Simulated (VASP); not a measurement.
# AlN (Pna2_1) in VASP: further runs, part 2 of 2

VASP 6.6.1. The steps go on from the part before.

## Step 4: Single point, PBE (mode 4 frozen in at -0.074 Å and mode 5 at -0.124 Å (largest displacements))

The input, INCAR:

```
PREC = Accurate
ENCUT = 520
EDIFF = 1E-6
ISMEAR = 0
SIGMA = 0.05
LREAL = F
LASPH = T
NELM = 80
ALGO = Normal
ISIF = 2
LWAVE = F
LCHARG = F
GGA = PE
NBANDS = 26
```

The input, KPOINTS:

```
Automatic mesh
0
Gamma
  8 6 4
```

The input, POSCAR:

```
AlN
1.0
   -3.3134793387      0.0000000000      0.0000000000
    0.0000000000      0.0000000000     -4.1875902400
    0.0000000000     -5.7391145645      0.0000000000
Al N
4 4
Direct
    0.5222123009      0.2346278035      0.1666666667
   -0.0222123009      0.2346278035      0.6666666667
    0.0222123009      0.7346278035      0.3333333333
    0.4777876991      0.7346278035      0.8333333333
    0.5214016404      0.7796113022      0.1666666667
   -0.0214016404      0.7796113022      0.6666666667
    0.0214016404      0.2796113022      0.3333333333
    0.4785983596      0.2796113022      0.8333333333
```

Potentials or basis: VASP PAW PBE potentials, release 64 (Al, N).

Started as:

```console
$ cat potpaw_PBE.64/Al/POTCAR potpaw_PBE.64/N/POTCAR > POTCAR
$ mpirun -np 1 vasp_std > vasp.out
```

OUTCAR:

```text
PREC = Accurate
   ENCUT = 520
   EDIFF = 1E-6
   ISMEAR = 0
   LREAL = F
   LASPH = T
   NELM = 80
   ISIF = 2
   GGA = PE

 ion  position               nearest neighbor table
   1  0.522  0.235  0.167-   5 1.91   7 1.92   7 1.92   8 1.93   5 2.28   3 2.84   3 2.84   3 2.84
                             3 2.84   4 2.84   4 2.84   2 3.24   2 3.24
   2  0.978  0.235  0.667-   6 1.91   8 1.92   8 1.92   7 1.93   6 2.28   4 2.84   4 2.84   4 2.84
                             4 2.84   3 2.84   3 2.84   1 3.24   1 3.24
   3  0.022  0.735  0.333-   7 1.91   5 1.92   5 1.92   6 1.93   7 2.28   1 2.84   1 2.84   1 2.84
                             1 2.84   2 2.84   2 2.84   4 3.24   4 3.24
[... 920 lines left out ...]
  external PRESSURE =      26.8397268 kB  Pullay stress =       0.0000000 kB

 VOLUME and BASIS-vectors are now :
 -----------------------------------------------------------------------------
  energy-cutoff  :      520.00
  volume of cell :       79.63
      direct lattice vectors                 reciprocal lattice vectors
    -3.313479339  0.000000000  0.000000000    -0.301797566  0.000000000  0.000000000
     0.000000000  0.000000000 -4.187590240     0.000000000  0.000000000 -0.238800824
     0.000000000 -5.739114565  0.000000000     0.000000000 -0.174242906  0.000000000

 POSITION                                       TOTAL-FORCE (eV/Angst)
 -----------------------------------------------------------------------------------
     -1.73034     -0.95652     -0.98253         0.226801      0.043007     -0.600399
     -3.23988     -3.82608     -0.98253        -0.226801      0.043007     -0.600399
     -0.07360     -1.91304     -3.07632         0.226801     -0.043007     -0.600399
     -1.58314     -4.78260     -3.07632        -0.226801     -0.043007     -0.600399
     -1.72765     -0.95652     -3.26469         0.123544      0.053263      0.600399
     -3.24257     -3.82608     -3.26469        -0.123544      0.053263      0.600399
     -0.07091     -1.91304     -1.17090         0.123544     -0.053263      0.600399
     -1.58583     -4.78260     -1.17090        -0.123544     -0.053263      0.600399
 -----------------------------------------------------------------------------------
    total drift:                               -0.000000     -0.000001      0.000447

  FREE ENERGIE OF THE ION-ELECTRON SYSTEM (eV)
  ---------------------------------------------------
  free  energy   TOTEN  =       -58.4269718213 eV

  energy  without entropy=      -58.4269718213  energy(sigma->0) =      -58.42697182
```

OSZICAR:

```text
N       E                     dE             d eps       ncg     rms          rms(c)
DAV:   1     0.114605002412E+03    0.11461E+03   -0.14904E+04  3120   0.112E+03
DAV:   2    -0.580597354785E+02   -0.17266E+03   -0.16056E+03  4234   0.231E+02
DAV:   3    -0.675948473385E+02   -0.95351E+01   -0.94764E+01  4250   0.552E+01
DAV:   4    -0.676822373882E+02   -0.87390E-01   -0.87340E-01  3656   0.601E+00
DAV:   5    -0.676835409868E+02   -0.13036E-02   -0.13033E-02  4126   0.732E-01    0.168E+01
DAV:   6    -0.584794615121E+02    0.92041E+01   -0.28524E+01  3946   0.282E+01    0.572E+00
DAV:   7    -0.584688118778E+02    0.10650E-01   -0.15352E+00  3748   0.637E+00    0.405E+00
DAV:   8    -0.584375381135E+02    0.31274E-01   -0.18678E-01  3666   0.285E+00    0.722E-01
DAV:   9    -0.584259736999E+02    0.11564E-01   -0.43944E-02  4112   0.111E+00    0.357E-01
DAV:  10    -0.584270914399E+02   -0.11177E-02   -0.53924E-03  3698   0.388E-01    0.191E-01
DAV:  11    -0.584269629367E+02    0.12850E-03   -0.59712E-04  3648   0.148E-01    0.428E-02
DAV:  12    -0.584269732236E+02   -0.10287E-04   -0.22124E-05  3702   0.314E-02    0.190E-02
DAV:  13    -0.584269716338E+02    0.15898E-05   -0.11474E-05  3690   0.193E-02    0.326E-03
DAV:  14    -0.584269718213E+02   -0.18748E-06   -0.55431E-07  1956   0.521E-03
   1 F= -.58426972E+02 E0= -.58426972E+02  d E =-.298665E-13
```

stdout:

```text
POSCAR found type information on POSCAR AlN
 POSCAR found :  2 types and       8 ions
 scaLAPACK will be used
 LDA part: xc-table for (Slater+PW92), standard interpolation
 POSCAR, INCAR and KPOINTS ok, starting setup
 FFT: planning ... GRIDC
 FFT: planning ... GRID_SOFT
 FFT: planning ... GRID
 WAVECAR not read
 entering main loop
```

Run time: 3.1 min. Hardware: 1 thread of Intel Xeon 8259CL, shared host; peak memory 0.25 GiB.

Results:

```
Free energy            : -58.4270 eV
Pressure               : 2.7 GPa
Largest force          : 0.643 eV/Å
Band gap on the k mesh : 3.40 eV
```

Forces on the atoms (eV/Å):
```
Al   0.227  0.043 -0.600
Al  -0.227  0.043 -0.600
Al   0.227 -0.043 -0.600
Al  -0.227 -0.043 -0.600
N    0.124  0.053  0.600
N   -0.124  0.053  0.600
N    0.124 -0.053  0.600
N   -0.124 -0.053  0.600
```

Levels at points of the mesh, in eV from the valence-band top:
```csv
k point,band 12,band 13,band 14,band 15,band 16,band 17,band 18,band 19,band 20,band 21
"(0.00, 0.00, 0.00)",-2.67,-1.40,-1.38,-1.26,0.00,3.40,4.05,4.47,7.00,7.51
"(0.50, 0.00, 0.00)",-3.61,-2.46,-2.46,-1.98,-1.98,5.85,5.85,6.08,6.08,8.01
"(0.00, 0.50, 0.00)",-2.28,-2.23,-2.23,-1.58,-1.58,5.14,5.14,5.66,5.66,8.60
"(0.50, 0.50, 0.00)",-4.21,-0.95,-0.95,-0.86,-0.86,6.06,6.06,6.53,6.53,8.61
"(0.00, 0.00, 0.50)",-3.04,-1.25,-1.25,-0.99,-0.99,4.87,4.87,6.14,6.14,7.83
"(0.50, 0.00, 0.50)",-4.06,-2.69,-2.69,-1.27,-1.27,4.02,4.02,7.01,7.01,7.52
"(0.00, 0.50, 0.50)",-2.68,-1.71,-1.71,-1.71,-1.71,5.49,5.49,5.49,5.49,8.90
"(0.50, 0.50, 0.50)",-3.03,-1.60,-1.60,-1.57,-1.57,5.17,5.17,5.19,5.19,9.29
```

Caveat: the cell differs from its parent crystal (mode 4 frozen in at -0.074 Å and mode 5 at -0.124 Å (largest displacements)).

## Step 5: Single point, PBE (mode 4 frozen in at -0.110 Å and mode 5 at -0.186 Å (largest displacements))

The input, INCAR:

```
SYSTEM = AlN
  ALGO = Normal
  EDIFF = 1E-6
  ENCUT = 520
  GGA = PE
  ISIF = 2
  ISMEAR = 0
  LASPH = .True.
  LCHARG = .False.
  LREAL = .False.
  LWAVE = .False.
  NBANDS = 26
  NELM = 80
  PREC = Accurate
  SIGMA = 0.05
```

The input, KPOINTS:

```
k-points
0
Gamma
  8 6 4
  0 0 0
```

The input, POSCAR:

```
AlN
1.0
   -3.3134793387      0.0000000000      0.0000000000
    0.0000000000      0.0000000000     -4.1875902400
    0.0000000000     -5.7391145645      0.0000000000
Al N
4 4
Direct
    0.5333184513      0.2269417053      0.1666666667
   -0.0333184513      0.2269417053      0.6666666667
    0.0333184513      0.7269417053      0.3333333333
    0.4666815487      0.7269417053      0.8333333333
    0.5321024605      0.7944169533      0.1666666667
   -0.0321024605      0.7944169533      0.6666666667
    0.0321024605      0.2944169533      0.3333333333
    0.4678975395      0.2944169533      0.8333333333
```

Started as:

```console
$ cat potpaw_PBE.64/Al/POTCAR potpaw_PBE.64/N/POTCAR > POTCAR
$ mpirun -np 1 vasp_std > vasp.out
```

It took 51 s on 1 thread of Intel Xeon 6975P-C (Granite Rapids), shared host; peak memory 0.24 GiB.

Results (log left out):

```yaml
Free_energy: -57.9743 eV
Pressure: 6.9 GPa
Largest_force: 1.615 eV/Å
Band_gap_on_the_k_mesh: 3.55 eV, direct
```

Forces in eV/Å, atoms in the order of the input:
```
Al   0.345  0.084 -1.576
Al  -0.345  0.084 -1.576
Al   0.345 -0.084 -1.576
Al  -0.345 -0.084 -1.576
N    0.205  0.107  1.576
N   -0.205  0.107  1.576
N    0.205 -0.107  1.576
N   -0.205 -0.107  1.576
```

Stress tensor (GPa, compression positive):
```
-5.44  0.00  0.00
 0.00 -4.77  0.00
 0.00  0.00 30.89
```

Levels at points of the mesh, in eV from the valence-band top:
| k point | band 14 | band 15 | band 16 | band 17 | band 18 | band 19 |
| --- | --- | --- | --- | --- | --- | --- |
| (0.00, 0.00, 0.00) | -1.13 | -1.04 | 0.00 | 3.55 | 4.24 | 4.56 |
| (0.50, 0.00, 0.00) | -2.25 | -1.75 | -1.75 | 6.00 | 6.00 | 6.27 |
| (0.00, 0.50, 0.00) | -1.95 | -1.41 | -1.41 | 5.23 | 5.23 | 5.68 |
| (0.50, 0.50, 0.00) | -0.82 | -0.67 | -0.67 | 6.14 | 6.14 | 6.84 |
| (0.00, 0.00, 0.50) | -1.05 | -0.84 | -0.84 | 5.00 | 5.00 | 6.24 |
| (0.50, 0.00, 0.50) | -2.48 | -1.06 | -1.06 | 4.18 | 4.18 | 7.08 |
| (0.00, 0.50, 0.50) | -1.53 | -1.53 | -1.53 | 5.63 | 5.63 | 5.63 |
| (0.50, 0.50, 0.50) | -1.44 | -1.39 | -1.39 | 5.28 | 5.28 | 5.33 |

Caveat: the cell differs from its parent crystal (mode 4 frozen in at -0.110 Å and mode 5 at -0.186 Å (largest displacements)); forces of over 1 eV/Å act on the atoms, so gaps and moduli don't describe the material at rest.
